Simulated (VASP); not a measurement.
# HfO2 (P2_1/c) in VASP: further runs

HfO2 is run at these levels: PBE exchange alone, PBEsol; tasks: single point.

Everything below comes from runs of VASP 6.6.1. Logs are shortened: lines on timing, memory, paths and dates and some standing lists are left out, and cuts for length are marked.

## (1) The cell of the first run

It takes space group P2_1/c (No. 14, monoclinic). The conventional cell has a = 5.118 Å, b = 5.186 Å, c = 5.284 Å, α = 90.00°, β = 99.35°, γ = 90.00°. Within 2.7 Å of Hf (site symmetry 1) lie 7 O at 2.03 to 2.25 Å. O (site symmetry 1) has 3 Hf at 2.03 to 2.12 Å and 2 O at 2.51 to 2.58 Å within 2.7 Å. Within 2.8 Å of O (site symmetry 1) lie 4 Hf at 2.14 to 2.25 Å and 5 O at 2.51 to 2.73 Å.

## (2) Single point, PBE exchange alone

Contents of INCAR:

```
SYSTEM = HfO2
AGGAC = 0.0
ALDAC = 0.0
ALGO = Normal
EDIFF = 1E-7
ENCUT = 520
GGA = PE
ISIF = 2
ISMEAR = -1
LASPH = .TRUE.
LCHARG = .TRUE.
LELF = .TRUE.
LREAL = .FALSE.
LVHAR = .TRUE.
LWAVE = .FALSE.
NBANDS = 56
NELM = 100
PREC = Accurate
SIGMA = 0.05
```

Contents of KPOINTS:

```
k-points
0
G
  5 5 5
  0 0 0
```

Contents of POSCAR:

```
HfO2
1.0
    5.1180000000      0.0000000000      0.0000000000
    0.0000000000      5.1857000000      0.0000000000
   -0.8586630598      0.0000000000      5.2138671406
Hf O
4 8
Direct
    0.2755000000      0.4603000000      0.7080000000
    0.7245000000      0.9603000000      0.7920000000
    0.7245000000      0.5397000000      0.2920000000
    0.2755000000      0.0397000000      0.2080000000
    0.0742000000      0.1684000000      0.8467000000
    0.9258000000      0.6684000000      0.6533000000
    0.9258000000      0.8316000000      0.1533000000
    0.0742000000      0.3316000000      0.3467000000
    0.4487000000      0.7419000000      0.9801000000
    0.5513000000      0.2419000000      0.5199000000
    0.5513000000      0.2581000000      0.0199000000
    0.4487000000      0.7581000000      0.4801000000
```

Potentials or basis: VASP PAW PBE potentials, release 64 (Hf_pv, O).

Command:

```sh
$ cat potpaw_PBE.64/Hf_pv/POTCAR potpaw_PBE.64/O/POTCAR > POTCAR
$ mpirun -np 1 vasp_std > vasp.out
```

OUTCAR:

```text
SYSTEM = HfO2
   EDIFF = 1E-7
   ENCUT = 520
   GGA = PE
   ISIF = 2
   ISMEAR = -1
   LASPH = .TRUE.
   LREAL = .FALSE.
   NELM = 100
   PREC = Accurate

 ion  position               nearest neighbor table
   1  0.276  0.460  0.708-   5 2.03   6 2.07   8 2.12   9 2.14  10 2.17  12 2.23  11 2.25   3 3.31
                             4 3.43   4 3.43   2 3.45   2 3.45   3 3.45   3 3.56
   2  0.724  0.960  0.792-   6 2.03   5 2.07   7 2.12  10 2.14   9 2.17  11 2.23  12 2.25   4 3.31
                             3 3.43   3 3.43   1 3.45   1 3.45   4 3.45   4 3.56
   3  0.724  0.540  0.292-   7 2.03   8 2.07   6 2.12  11 2.14  12 2.17  10 2.23   9 2.25   1 3.31
                             2 3.43   2 3.43   4 3.45   4 3.45   1 3.45   1 3.56
   4  0.276  0.040  0.208-   8 2.03   7 2.07   5 2.12  12 2.14  11 2.17   9 2.23  10 2.25   2 3.31
                             1 3.43   1 3.43   3 3.45   3 3.45   2 3.45   2 3.56
   5  0.074  0.168  0.847-   1 2.03   2 2.07   4 2.12
   6  0.926  0.668  0.653-   2 2.03   1 2.07   3 2.12
   7  0.926  0.832  0.153-   3 2.03   4 2.07   2 2.12
   8  0.074  0.332  0.347-   4 2.03   3 2.07   1 2.12
   9  0.449  0.742  0.980-   1 2.14   2 2.17   4 2.23   3 2.25
  10  0.551  0.242  0.520-   2 2.14   1 2.17   3 2.23   4 2.25
  11  0.551  0.258  0.020-   3 2.14   4 2.17   2 2.23   1 2.25
  12  0.449  0.758  0.480-   4 2.14   3 2.17   1 2.23   2 2.25

  LATTYP: Found a simple monoclinic cell.
 ALAT       =     5.1180000000
 B/A-ratio  =     1.0132278234
 C/A-ratio  =     1.0324540836
 COS(beta)  =    -0.1624993963

  Lattice vectors:

 A1 = (   5.1180000000,   0.0000000000,   0.0000000000)
 A2 = (   0.0000000000,   5.1857000000,   0.0000000000)
 A3 = (  -0.8586630598,   0.0000000000,   5.2138671406)

Analysis of symmetry for initial positions (statically):
=====================================================================
 Subroutine PRICEL returns:
 Original cell was already a primitive cell.

 Routine SETGRP: Setting up the symmetry group for a
 simple monoclinic supercell.

 Subroutine GETGRP returns: Found  4 space group operations
 (whereof  2 operations were pure point group operations)
 out of a pool of  4 trial point group operations.

The static configuration has the point symmetry S_2 .
 The point group associated with its full space group is C_2h.

Analysis of symmetry for dynamics (positions and initial velocities):
=====================================================================
 Subroutine PRICEL returns:
 Original cell was already a primitive cell.

 Routine SETGRP: Setting up the symmetry group for a
 simple monoclinic supercell.

 Subroutine GETGRP returns: Found  4 space group operations
 (whereof  2 operations were pure point group operations)
 out of a pool of  4 trial point group operations.

The dynamic configuration has the point symmetry S_2 .
 The point group associated with its full space group is C_2h.

 Subroutine INISYM returns: Found  4 space group operations
 (whereof  2 operations are pure point group operations),
 and found     1 'primitive' translations

----------------------------------------------------------------------------------------

                                     Primitive cell

  volume of cell :     138.3782

  direct lattice vectors                    reciprocal lattice vectors
     5.118000000  0.000000000  0.000000000     0.195388824  0.000000000  0.032178259
     0.000000000  5.185700000  0.000000000     0.000000000  0.192837997  0.000000000
    -0.858663060  0.000000000  5.213867141     0.000000000  0.000000000  0.191796218

  length of vectors
     5.118000000  5.185700000  5.284100000     0.198020789  0.192837997  0.191796218

  position of ions in fractional coordinates (direct lattice)
     0.275500000  0.460300000  0.708000000
     0.724500000  0.960300000  0.792000000
     0.724500000  0.539700000  0.292000000
     0.275500000  0.039700000  0.208000000
     0.074200000  0.168400000  0.846700000
     0.925800000  0.668400000  0.653300000
     0.925800000  0.831600000  0.153300000
     0.074200000  0.331600000  0.346700000
     0.448700000  0.741900000  0.980100000
     0.551300000  0.241900000  0.519900000
     0.551300000  0.258100000  0.019900000
     0.448700000  0.758100000  0.480100000

  ion indices of the primitive-cell ions
   primitive index   ion index
                 1           1
                 2           2
                 3           3
                 4           4
                 5           5
                 6           6
                 7           7
                 8           8
                 9           9
                10          10
                11          11
                12          12

----------------------------------------------------------------------------------------

 KPOINTS: k-points

Automatic generation of k-mesh.
 Grid dimensions read from file:
 generate k-points for:    5    5    5

 Generating k-lattice:

  Cartesian coordinates                     Fractional coordinates (reciprocal lattice)
     0.039077765  0.000000000  0.006435652     0.200000000  0.000000000  0.000000000
     0.000000000  0.038567599  0.000000000     0.000000000  0.200000000  0.000000000
     0.000000000  0.000000000  0.038359244     0.000000000  0.000000000  0.200000000

  Length of vectors
     0.039604158  0.038567599  0.038359244

  Shift w.r.t. Gamma in fractional coordinates (k-lattice)
     0.000000000  0.000000000  0.000000000

 Subroutine IBZKPT returns following result:
 ===========================================

 Found     39 irreducible k-points:

 Following reciprocal coordinates:
            Coordinates               Weight
  0.000000  0.000000  0.000000      1.000000
  0.200000  0.000000  0.000000      2.000000
  0.400000  0.000000  0.000000      2.000000
  0.000000  0.200000  0.000000      2.000000
  0.200000  0.200000  0.000000      4.000000
  0.400000  0.200000  0.000000      4.000000
[... 16 lines left out ...]
 -0.400000  0.400000  0.200000      4.000000
 -0.200000  0.400000  0.200000      4.000000
 [... further k-points ...]
   k-points           NKPTS =     39   k-points in BZ     NKDIM =     39   number of bands    NBANDS=     56
   number of dos      NEDOS =    301   number of ions     NIONS =     12
   total plane-waves  NPLWV =  64000
   dimension x,y,z NGX =    40 NGY =   40 NGZ =   40
   dimension x,y,z NGXF=    80 NGYF=   80 NGZF=   80
   ions per type =               4   8
   NGX,Y,Z   is equivalent  to a cutoff of  12.99, 12.82, 12.58 a.u.
   NGXF,Y,Z  is equivalent  to a cutoff of  25.99, 25.65, 25.17 a.u.
 SYSTEM =  HfO2
   PREC   = accura    normal or accurate (medium, high low for compatibility)
   ISTART =      0    job   : 0-new  1-cont  2-samecut
   ICHARG =      2    charge: 1-file 2-atom 10-const
   ISPIN  =      1    spin polarized calculation?
   LNONCOLLINEAR =      F non collinear calculations
   LSORBIT =      F    spin-orbit coupling
   LASPH  =      T    aspherical Exc in radial PAW
   ENCUT  =  520.0 eV  38.22 Ry    6.18 a.u.   9.52  9.64  9.82*2*pi/ulx,y,z
   NELM   =    100;   NELMIN=  2; NELMDL= -5     # of ELM steps
   EDIFF  = 0.1E-06   stopping-criterion for ELM
   LREAL  =      F    real-space projection
   EDIFFG = 0.1E-05   stopping-criterion for IOM
   NSW    =      0    number of steps for IOM
   IBRION =     -1    ionic relax: 0-MD 1-quasi-New 2-CG
   NFREE  =      0    steps in history (QN), initial steepest desc. (CG)
   ISIF   =      2    stress and relaxation
   ISYM   =      2    0-nonsym 1-usesym 2-fastsym
   POTIM  = 0.5000    time-step for ionic-motion
   TEBEG  =    0.0;   TEEND  =   0.0 temperature during run
   PSTRESS=    0.0 pullay stress
   NELECT =      88.0000    total number of electrons
   NUPDOWN=      -1.0000    fix difference up-down
   EMIN   =  10.00;   EMAX   =-10.00  energy-range for DOS
   EFERMI =   0.00;   METHOD = LEGACY
   ISMEAR =    -1;   SIGMA  =   0.05  broadening in eV -4-tet -1-fermi 0-gaus
   EFERMI_NEDOS =   21; number of points for ismear=-14 and -15
   IALGO  =     38    algorithm
   IMIX   =      4    mixing-type and parameters
     AMIX     =   0.40;   BMIX     =  1.00
     AMIX_MAG =   1.60;   BMIX_MAG =  1.00
  volume/ion in A,a.u.               =      11.53        77.82
  Fermi-wavevector in a.u.,A,eV,Ry     =   1.407818  2.660390 26.966087  1.981952
  Thomas-Fermi vector in A             =   2.530039
   LORBIT       =      0    0 simple, 1 ext, 2 COOP (PROOUT), +10 PAW based schemes
   GGA     = PE    functional components
[... 5 lines left out ...]
 non-spin polarized calculation
  energy-cutoff  :      520.00
  volume of cell :      138.38
 maximum number of plane-waves:      3752
 NGX is ok and might be reduce to    40
   NGX = 19   NGY = 19   NGZ = 19

 number of electron      87.9999989 magnetization

 Free energy of the ion-electron system (eV)
  ---------------------------------------------------
  ext. energy  EPLUGINS =         0.00000000
  ---------------------------------------------------
  free energy    TOTEN  =      -105.92663559 eV

  energy without entropy =     -105.92663559  energy(sigma->0) =     -105.92663559

 E-fermi :   5.7498     XC(G=0):  -9.7034

 val. band max:        4.6423753307   @ k =   0.0000   0.0000   0.0000
 cond. band min:       8.9139501427   @ k =   0.4000   0.0000   0.0000
 fundamental gap:      4.2715748119
 Fermi energy:         5.7497536344

 k-point     1 :       0.0000    0.0000    0.0000
  band No.  band energies     occupation
      1     -24.8230      2.00000
      2     -24.7991      2.00000
      3     -24.7651      2.00000
      4     -24.5857      2.00000
      5     -24.5185      2.00000
      6     -24.4725      2.00000
[... 48 lines left out ...]
     55      12.0254      0.00000
     56      12.0523      0.00000

 k-point     2 :       0.2000    0.0000    0.0000
  band No.  band energies     occupation
      1     -24.7943      2.00000
      2     -24.7832      2.00000
      3     -24.7382      2.00000
      4     -24.5990      2.00000
      5     -24.5122      2.00000
      6     -24.4732      2.00000
[... 1291 lines left out ...]
  band No.  band energies     occupation
      1     -24.7855      2.00000
      2     -24.7507      2.00000
      3     -24.6961      2.00000
      4     -24.6328      2.00000
      5     -24.5738      2.00000
      6     -24.5247      2.00000
[... 48 lines left out ...]
     55      11.9521      0.00000
     56      12.1700      0.00000

 [... further k-points ...]
[... 5 lines left out ...]
  --------------------------------------------------------------------------------------
  -------------------------------------------------------------------------------------
  Total       19.9724165     19.2291403     20.6168953      0.0000000      0.0000000      1.2092196
  in kB      231.2456473    222.6398081    238.7075841      0.0000000      0.0000000     14.0006478
  external PRESSURE =     230.8643465 kB  Pullay stress =       0.0000000 kB

 VOLUME and BASIS-vectors are now :
 -----------------------------------------------------------------------------
  energy-cutoff  :      520.00
  volume of cell :      138.38
      direct lattice vectors                 reciprocal lattice vectors
     5.118000000  0.000000000  0.000000000     0.195388824  0.000000000  0.032178259
     0.000000000  5.185700000  0.000000000     0.000000000  0.192837997  0.000000000
    -0.858663060  0.000000000  5.213867141     0.000000000  0.000000000  0.191796218

 POSITION                                       TOTAL-FORCE (eV/Angst)
 -----------------------------------------------------------------------------------
      0.80208      2.38698      3.69142         0.206287      0.147959      0.168330
      3.02793      4.97983      4.12938        -0.206287      0.147959     -0.168330
      3.45726      2.79872      1.52245        -0.206287     -0.147959     -0.168330
      1.23141      0.20587      1.08448         0.206287     -0.147959      0.168330
     -0.34727      0.87327      4.41458        -0.481322     -0.146363     -0.312710
      4.17728      3.46612      3.40622         0.481322     -0.146363      0.312710
      4.60661      4.31243      0.79929         0.481322      0.146363      0.312710
      0.08206      1.71958      1.80765        -0.481322      0.146363     -0.312710
      1.45487      3.84727      5.11011        -0.348485      0.018848     -0.069494
      2.37513      1.25442      2.71069         0.348485      0.018848      0.069494
      2.80447      1.33843      0.10376         0.348485     -0.018848      0.069494
      1.88420      3.93128      2.50318        -0.348485     -0.018848     -0.069494
 -----------------------------------------------------------------------------------
    total drift:                                0.000000     -0.000000      0.000000

  FREE ENERGIE OF THE ION-ELECTRON SYSTEM (eV)
  ---------------------------------------------------
  free  energy   TOTEN  =      -105.9266355917 eV

  energy  without entropy=     -105.9266355917  energy(sigma->0) =     -105.92663559
```

Run time: 5.3 min. Hardware: 1 thread of Intel Xeon Platinum 8259CL at 2.50GHz (Skylake/Cascade Lake), shared host; peak memory 0.38 GiB.

Results:

```yaml
Free_energy: -105.9266 eV
Pressure: 23.1 GPa
Largest_force: 0.592 eV/Å
Band_gap_on_the_k_mesh: 4.27 eV, indirect (least direct gap 4.33 eV)
```

Forces on the atoms (eV/Å):
```
Hf   0.206  0.148  0.168
Hf  -0.206  0.148 -0.168
Hf  -0.206 -0.148 -0.168
Hf   0.206 -0.148  0.168
O   -0.481 -0.146 -0.313
O    0.481 -0.146  0.313
O    0.481  0.146  0.313
O   -0.481  0.146 -0.313
O   -0.348  0.019 -0.069
O    0.348  0.019  0.069
O    0.348 -0.019  0.069
O   -0.348 -0.019 -0.069
```

Levels at points of the mesh, in eV from the valence-band top:
```
           k point  band 40  band 41  band 42  band 43  band 44  band 45  band 46  band 47  band 48  band 49
(0.00, 0.00, 0.00)    -0.96    -0.54    -0.51    -0.16     0.00     4.62     5.18     5.34     5.58     5.74
```

Caveat: spin-orbit coupling is left out, which moves the levels of the heavy elements.

## (3) Single point, PBEsol

Contents of INCAR:

```
SYSTEM = HfO2
ALGO     = Normal         ! electronic algorithm
EDIFF    = 1E-6           ! SCF threshold, eV
ENCUT    = 520            ! plane-wave cutoff, eV
GGA      = PS             ! functional
ISIF     = 2              ! what is computed and relaxed
ISMEAR   = -1             ! smearing method
LASPH    = .TRUE.         ! aspherical terms in the spheres
LCHARG   = .FALSE.        ! write CHGCAR
LREAL    = .FALSE.        ! projectors in reciprocal space
LWAVE    = .FALSE.        ! write WAVECAR
NBANDS   = 56             ! bands
NELM     = 60             ! most SCF steps
PREC     = Accurate       ! precision mode
SIGMA    = 0.05           ! smearing width, eV
```

KPOINTS is that of step 2.

POSCAR is that of step 2.

Potentials or basis: VASP PAW PBE potentials, release 64 (Hf_pv, O).

Command:

```sh
$ cat potpaw_PBE.64/Hf_pv/POTCAR potpaw_PBE.64/O/POTCAR > POTCAR
$ mpirun -np 1 vasp_std > vasp.out
```

Run time: 4.7 min. Hardware: 1 thread of Intel Xeon Platinum 8259CL at 2.50GHz (Skylake/Cascade Lake), shared host; peak memory 0.37 GiB.

The run converged. Its results:

* Free energy: -127.3144 eV
* Pressure: -4.6 GPa
* Largest force: 0.432 eV/Å
* Band gap on the k mesh: 4.06 eV, indirect (least direct gap 4.13 eV)

Forces on the atoms (eV/Å):
```
Hf   0.160 -0.070 -0.010
Hf  -0.160 -0.070  0.010
Hf  -0.160  0.070  0.010
Hf   0.160  0.070 -0.010
O   -0.383 -0.192 -0.053
O    0.383 -0.192  0.053
O    0.383  0.192  0.053
O   -0.383  0.192 -0.053
O   -0.038  0.036 -0.078
O    0.038  0.036  0.078
O    0.038 -0.036  0.078
O   -0.038 -0.036 -0.078
```

Stress tensor (GPa, compression positive):
```
-4.56  0.00 -0.16
 0.00 -5.25  0.00
-0.16  0.00 -4.00
```

Levels at points of the mesh, in eV from the valence-band top:
```tsv
k point	band 40	band 41	band 42	band 43	band 44	band 45	band 46	band 47	band 48	band 49
(0.00, 0.00, 0.00)	-1.00	-0.55	-0.52	-0.17	0.00	4.44	5.02	5.20	5.42	5.60
```

Caveat: the PAW data sets were made with another functional, which shifts forces and pressure a little; spin-orbit coupling is left out, which moves the levels of the heavy elements.
